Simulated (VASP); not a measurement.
Wanted: the native input for a VASP 6.6.1 run.

| Item | Value |
| --- | --- |
| Task | single point |
| Functional | PBE |
| Potentials or basis | VASP PAW PBE potentials, release 64 (Ru_pv, S) |
| Cutoff | 520 eV |
| k mesh | 6 × 6 × 6 |
| Occupations | gaussian, width 0.1 eV |
| Spin | no spin polarisation |
| Dipole correction | no |
| Further INCAR settings | ALGO = Normal; EDIFF = 1e-07; NBANDS = 24 |

The structure of Ru2S lies in POSCAR:

```
Ru2S
1.0
    0.0000000000      2.7618481531      2.7618481531
    2.7618481531      0.0000000000      2.7618481531
    2.7618481531      2.7618481531      0.0000000000
Ru S
2 1
Direct
    0.2500000000      0.2500000000      0.2500000000
    0.7500000000      0.7500000000      0.7500000000
    0.0000000000      0.0000000000      0.0000000000
```

These files were run (other wordings do the same):

INCAR

```
SYSTEM = Ru2S
  PREC = Accurate
  ENCUT = 520
  EDIFF = 1E-7
  ISMEAR = 0
  SIGMA = 0.1
  LREAL = .False.
  LASPH = .True.
  NELM = 100
  ALGO = Normal
  ISIF = 2
  LWAVE = .False.
  LCHARG = .False.
  GGA = PE
  NBANDS = 24
```

KPOINTS

```
regular mesh
0
Gamma
  6 6 6
  0 0 0
```

Potentials or basis: VASP PAW PBE potentials, release 64 (Ru_pv, S).

Run with:

```sh
$ cat potpaw_PBE.64/Ru_pv/POTCAR potpaw_PBE.64/S/POTCAR > POTCAR
$ mpirun -np 1 vasp_std > vasp.out
```

Results of the run:

| Item | Value |
| --- | --- |
| Pressure | 0.0 GPa |
| Band gap on the k mesh | zero (band 17 reaches 13.57 eV, above the bottom of band 18 at 10.49 eV) |

It took 8.7 s on 1 thread of Intel(R) Xeon(R) 6975P-C (Granite Rapids), with other jobs on the host, peak memory 0.17 GiB.
